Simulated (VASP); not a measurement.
# SmPb2 (P4/mmm) in VASP: a series of runs

Runs on SmPb2. Level: PBE. Tasks: single point.

All numbers are computed with VASP 6.6.1; they aren't measurements. Logs are shortened: lines on timing, memory, paths and dates and some standing lists are left out, and cuts for length are marked.

## 1. The cell of the first run

The structure is tetragonal, space group P4/mmm (No. 123). The conventional cell has a = 4.067 Å, b = 4.067 Å, c = 5.266 Å, α = 90.00°, β = 90.00°, γ = 90.00°. Sm (site symmetry 4/mmm) has 8 Pb at 3.33 Å and 4 Sm at 4.07 Å within 4.4 Å. Pb (site symmetry mmm) has 4 Pb at 2.88 Å and 4 Sm at 3.33 Å within 3.8 Å.

The cell was built from a structure type or drawn by symmetry, and may not be a known phase.

## 2. Single point, PBE

Contents of INCAR:

```
SYSTEM = SmPb2
ALGO = Normal
EDIFF = 1E-6
ENCUT = 500
GGA = PE
GGA_COMPAT = .False.
ISIF = 2
ISMEAR = 0
LASPH = .True.
LCHARG = .True.
LELF = .True.
LMAXMIX = 6
LREAL = .False.
LVHAR = .True.
LWAVE = .False.
NBANDS = 26
NELM = 200
PREC = Accurate
SIGMA = 0.1
```

Contents of KPOINTS:

```
k-points
0
Gamma
  4 4 4
  0 0 0
```

Contents of POSCAR:

```
SmPb2
1.0
    4.0666624000      0.0000000000      0.0000000000
    0.0000000000      4.0666624000      0.0000000000
    0.0000000000      0.0000000000      5.2658258800
Sm Pb
1 2
Direct
    0.0000000000      0.0000000000      0.0000000000
    0.0000000000      0.5000000000      0.5000000000
    0.5000000000      0.0000000000      0.5000000000
```

Potentials or basis: VASP PAW PBE potentials, release 64 (Sm_3, Pb_d), 4f in core.

Command:

```
$ cat potpaw_PBE.64/Sm_3/POTCAR potpaw_PBE.64/Pb_d/POTCAR > POTCAR
$ mpirun -np 1 vasp_std > vasp.out
```

OUTCAR:

```text
SYSTEM = SmPb2
   EDIFF = 1E-6
   ENCUT = 500
   GGA = PE
   ISIF = 2
   ISMEAR = 0
   LASPH = .True.
   LREAL = .False.
   NELM = 200
   PREC = Accurate

 ion  position               nearest neighbor table
   1  0.000  0.000  0.000-   2 3.33   3 3.33   2 3.33   3 3.33   2 3.33   2 3.33   3 3.33   3 3.33

   2  0.000  0.500  0.500-   3 2.88   3 2.88   3 2.88   3 2.88   1 3.33   1 3.33   1 3.33   1 3.33

   3  0.500  0.000  0.500-   2 2.88   2 2.88   2 2.88   2 2.88   1 3.33   1 3.33   1 3.33   1 3.33

  LATTYP: Found a simple tetragonal cell.
 ALAT       =     4.0666624000
 C/A-ratio  =     1.2948765750

  Lattice vectors:

 A1 = (   4.0666624000,   0.0000000000,   0.0000000000)
 A2 = (   0.0000000000,   4.0666624000,   0.0000000000)
 A3 = (   0.0000000000,   0.0000000000,   5.2658258800)

Analysis of symmetry for initial positions (statically):
=====================================================================
 Subroutine PRICEL returns:
 Original cell was already a primitive cell.

 Routine SETGRP: Setting up the symmetry group for a
 simple tetragonal supercell.

 Subroutine GETGRP returns: Found 16 space group operations
 (whereof 16 operations were pure point group operations)
 out of a pool of 16 trial point group operations.

The static configuration has the point symmetry D_4h.

Analysis of symmetry for dynamics (positions and initial velocities):
=====================================================================
 Subroutine PRICEL returns:
 Original cell was already a primitive cell.

 Routine SETGRP: Setting up the symmetry group for a
 simple tetragonal supercell.

 Subroutine GETGRP returns: Found 16 space group operations
 (whereof 16 operations were pure point group operations)
 out of a pool of 16 trial point group operations.

The dynamic configuration has the point symmetry D_4h.

 Subroutine INISYM returns: Found 16 space group operations
 (whereof 16 operations are pure point group operations),
 and found     1 'primitive' translations

----------------------------------------------------------------------------------------

                                     Primitive cell
[... 78 lines left out ...]
   ISTART =      0    job   : 0-new  1-cont  2-samecut
   ICHARG =      2    charge: 1-file 2-atom 10-const
   ISPIN  =      1    spin polarized calculation?
   LNONCOLLINEAR =      F non collinear calculations
   LSORBIT =      F    spin-orbit coupling
   LASPH  =      T    aspherical Exc in radial PAW
   ENCUT  =  500.0 eV  36.75 Ry    6.06 a.u.   7.41  7.41  9.60*2*pi/ulx,y,z
   NELM   =    200;   NELMIN=  2; NELMDL= -5     # of ELM steps
   EDIFF  = 0.1E-05   stopping-criterion for ELM
   LREAL  =      F    real-space projection
   EDIFFG = 0.1E-04   stopping-criterion for IOM
   NSW    =      0    number of steps for IOM
   IBRION =     -1    ionic relax: 0-MD 1-quasi-New 2-CG
   NFREE  =      0    steps in history (QN), initial steepest desc. (CG)
   ISIF   =      2    stress and relaxation
   ISYM   =      2    0-nonsym 1-usesym 2-fastsym
   POTIM  = 0.5000    time-step for ionic-motion
   TEBEG  =    0.0;   TEEND  =   0.0 temperature during run
   PSTRESS=    0.0 pullay stress
   NELECT =      39.0000    total number of electrons
   NUPDOWN=      -1.0000    fix difference up-down
   EMIN   =  10.00;   EMAX   =-10.00  energy-range for DOS
   EFERMI =   0.00;   METHOD = LEGACY
   ISMEAR =     0;   SIGMA  =   0.10  broadening in eV -4-tet -1-fermi 0-gaus
   EFERMI_NEDOS =   21; number of points for ismear=-14 and -15
   IALGO  =     38    algorithm
   IMIX   =      4    mixing-type and parameters
     AMIX     =   0.40;   BMIX     =  1.00
     AMIX_MAG =   1.60;   BMIX_MAG =  1.00
  volume/ion in A,a.u.               =      29.03       195.89
  Fermi-wavevector in a.u.,A,eV,Ry     =   1.252513  2.366906 21.344656  1.568788
  Thomas-Fermi vector in A             =   2.386409
   LORBIT       =      0    0 simple, 1 ext, 2 COOP (PROOUT), +10 PAW based schemes
   GGA     = PE    functional components
   LHFCALC =     F    Hartree Fock is set to
   AEXX    =    0.0000 exact exchange contribution
   IVDW    =     0    specifies the selected vdW correction
   LEPSILON=     F    determine dielectric tensor
   LRPA    =     F    only Hartree local field effects (RPA)
 non-spin polarized calculation
 Gauss-broadening in eV      SIGMA  =   0.10
  energy-cutoff  :      500.00
  volume of cell :       87.08
 maximum number of plane-waves:      2236
 NGX is ok and might be reduce to    30
   NGX = 15   NGY = 15   NGZ = 19

 number of electron      39.0000003 magnetization

 Free energy of the ion-electron system (eV)
  ---------------------------------------------------
  ext. energy  EPLUGINS =         0.00000000
  ---------------------------------------------------
  free energy    TOTEN  =       -11.25125077 eV

  energy without entropy =      -11.23576204  energy(sigma->0) =      -11.24350640

 E-fermi :   6.6907     XC(G=0): -10.2402

 val. band max:        6.6893951831   @ k =   0.2500   0.0000   0.2500
 cond. band min:       6.7432333384   @ k =   0.0000   0.0000   0.5000
 fundamental gap:      0.0538381554
 Fermi energy:         6.6906909195

 k-point     1 :       0.0000    0.0000    0.0000
  band No.  band energies     occupation
      1     -34.9684      2.00000
      2     -14.4748      2.00000
      3     -14.2892      2.00000
      4     -14.2892      2.00000
      5     -11.5529      2.00000
      6     -11.1686      2.00000
[... 511 lines left out ...]
     25      10.7514      0.00000
     26      11.9512      0.00000

------------------------ aborting loop because EDIFF is reached ----------------------------------------

  FORCE on cell =-STRESS in cart. coord.  units (eV):
  Direction    XX          YY          ZZ          XY          YZ          ZX
  --------------------------------------------------------------------------------------
  -------------------------------------------------------------------------------------
  Total        9.4957990      9.4957990     -0.4318403      0.0000000      0.0000000     -0.0000000
  in kB      174.7025972    174.7025972     -7.9449479      0.0000000      0.0000000     -0.0000000
  external PRESSURE =     113.8200822 kB  Pullay stress =       0.0000000 kB

 VOLUME and BASIS-vectors are now :
 -----------------------------------------------------------------------------
  energy-cutoff  :      500.00
  volume of cell :       87.08
      direct lattice vectors                 reciprocal lattice vectors
     4.066662400  0.000000000  0.000000000     0.245901897  0.000000000  0.000000000
     0.000000000  4.066662400  0.000000000     0.000000000  0.245901897  0.000000000
     0.000000000  0.000000000  5.265825880     0.000000000  0.000000000  0.189903735

 POSITION                                       TOTAL-FORCE (eV/Angst)
 -----------------------------------------------------------------------------------
      0.00000      0.00000      0.00000         0.000000      0.000000      0.000000
      0.00000      2.03333      2.63291         0.000000      0.000000      0.000000
      2.03333      0.00000      2.63291         0.000000      0.000000      0.000000
 -----------------------------------------------------------------------------------
    total drift:                                0.000000      0.000000     -0.000000

  FREE ENERGIE OF THE ION-ELECTRON SYSTEM (eV)
  ---------------------------------------------------
  free  energy   TOTEN  =       -11.2512507662 eV

  energy  without entropy=      -11.2357620361  energy(sigma->0) =      -11.24350640
```

OSZICAR:

```text
N       E                     dE             d eps       ncg     rms          rms(c)
DAV:   1     0.423151031638E+03    0.42315E+03   -0.18299E+04   936   0.163E+03
DAV:   2     0.185225317780E+02   -0.40463E+03   -0.39732E+03   942   0.439E+02
DAV:   3    -0.104127517069E+02   -0.28935E+02   -0.28515E+02  1204   0.150E+02
DAV:   4    -0.113666313740E+02   -0.95388E+00   -0.95208E+00  1158   0.287E+01
DAV:   5    -0.114040755213E+02   -0.37444E-01   -0.37430E-01  1322   0.571E+00    0.391E+00
DAV:   6    -0.112835576248E+02    0.12052E+00   -0.15832E-01  1206   0.491E+00    0.216E+00
DAV:   7    -0.112508853672E+02    0.32672E-01   -0.12441E-01  1260   0.375E+00    0.376E-01
DAV:   8    -0.112510243413E+02   -0.13897E-03   -0.92590E-03  1126   0.101E+00    0.993E-02
DAV:   9    -0.112512407595E+02   -0.21642E-03   -0.60886E-04  1286   0.188E-01    0.374E-02
DAV:  10    -0.112512537251E+02   -0.12966E-04   -0.50182E-05  1336   0.573E-02    0.117E-02
DAV:  11    -0.112512515017E+02    0.22234E-05   -0.15421E-05  1070   0.403E-02    0.331E-03
DAV:  12    -0.112512507662E+02    0.73550E-06   -0.13511E-06   776   0.816E-03
   1 F= -.11251251E+02 E0= -.11243506E+02  d E =-.154887E-01
```

stdout:

```text
POSCAR found type information on POSCAR SmPb
 POSCAR found :  2 types and       3 ions
 scaLAPACK will be used
 LDA part: xc-table for (Slater+PW92), standard interpolation
 POSCAR, INCAR and KPOINTS ok, starting setup
 FFT: planning ... GRIDC
 FFT: planning ... GRID_SOFT
 FFT: planning ... GRID
 WAVECAR not read
 entering main loop
```

Run time: 17 s. Hardware: 1 thread of Intel Xeon 6975P-C (Granite Rapids), shared host; peak memory 0.19 GiB.

Results:

```yaml
Free_energy: -11.2513 eV
Pressure: 11.4 GPa
Band_gap_on_the_k_mesh: zero (an odd number of electrons rules out a gap without spin polarisation)
```

Caveat: the k points lie up to 0.39 Å⁻¹ apart, too coarse for converged energies and pressures of a metal; spin-orbit coupling is left out, which moves the levels of the heavy elements; the 4f electrons are frozen in the core, so they carry no moment and show no levels. Spin polarisation is off, so any magnetic state and its effect on volume and gap are missing.

## 3. Single point, PBE

This run uses another cell than the first one, of 33.93 Å³/atom.

Contents of INCAR:

```
PREC = Accurate
ENCUT = 500
EDIFF = 1E-6
ISMEAR = 0
SIGMA = 0.1
LREAL = F
LASPH = T
NELM = 200
ALGO = Normal
ISIF = 2
LWAVE = F
LCHARG = T
GGA = PE
LELF = T
LVHAR = T
NBANDS = 26
GGA_COMPAT = F
LMAXMIX = 6
```

Contents of KPOINTS:

```
regular mesh
0
Gamma
  4 4 4
```

Contents of POSCAR:

```
SmPb2
1.0
    4.6856452770      0.0000000000      0.0000000000
    0.0000000000      4.6856452770      0.0000000000
    0.0000000000      0.0000000000      4.6359120369
Sm Pb
1 2
Direct
    0.0000000000      0.0000000000      0.0000000000
    0.0000000000      0.5000000000      0.5000000000
    0.5000000000      0.0000000000      0.5000000000
```

Potentials or basis: VASP PAW PBE potentials, release 64 (Sm_3, Pb_d), 4f in core.

Command:

```
$ cat potpaw_PBE.64/Sm_3/POTCAR potpaw_PBE.64/Pb_d/POTCAR > POTCAR
$ mpirun -np 1 vasp_std > vasp.out
```

It took 18 s on 1 thread of Intel Xeon 6975P-C (Granite Rapids), shared host; peak memory 0.22 GiB.

The run converged. Its results:

| Property | Result |
| --- | --- |
| Free energy | -12.5428 eV |
| Pressure | 0.3 GPa |
| Band gap on the k mesh | zero (an odd number of electrons rules out a gap without spin polarisation) |

Levels at points of the mesh, in eV from the Fermi level:
```tsv
k point	band 16	band 17	band 18	band 19	band 20	band 21	band 22	band 23	band 24	band 25
(0.00, 0.00, 0.00)	-6.01	-1.07	-1.07	-0.11	0.07	2.20	2.20	2.57	2.59	3.30
(0.50, 0.00, 0.00)	-8.28	-0.88	-0.81	0.20	0.96	1.14	1.43	2.25	2.30	3.07
(0.50, 0.50, 0.00)	-7.72	-4.16	-3.23	-0.66	-0.66	2.38	2.66	2.92	5.42	5.42
(0.00, 0.00, 0.50)	-5.51	-3.48	-2.02	-2.02	-1.06	2.31	2.61	3.72	3.72	4.76
(0.50, 0.00, 0.50)	-8.03	-2.19	-1.05	-0.91	1.31	1.59	1.76	1.90	2.59	3.16
(0.50, 0.50, 0.50)	-7.88	-2.68	-2.48	-0.45	-0.45	0.50	2.82	3.14	3.41	3.84
```

Caveat: spin-orbit coupling is left out, which moves the levels of the heavy elements; the 4f electrons are frozen in the core, so they carry no moment and show no levels. Spin polarisation is off, so any magnetic state and its effect on volume and gap are missing.
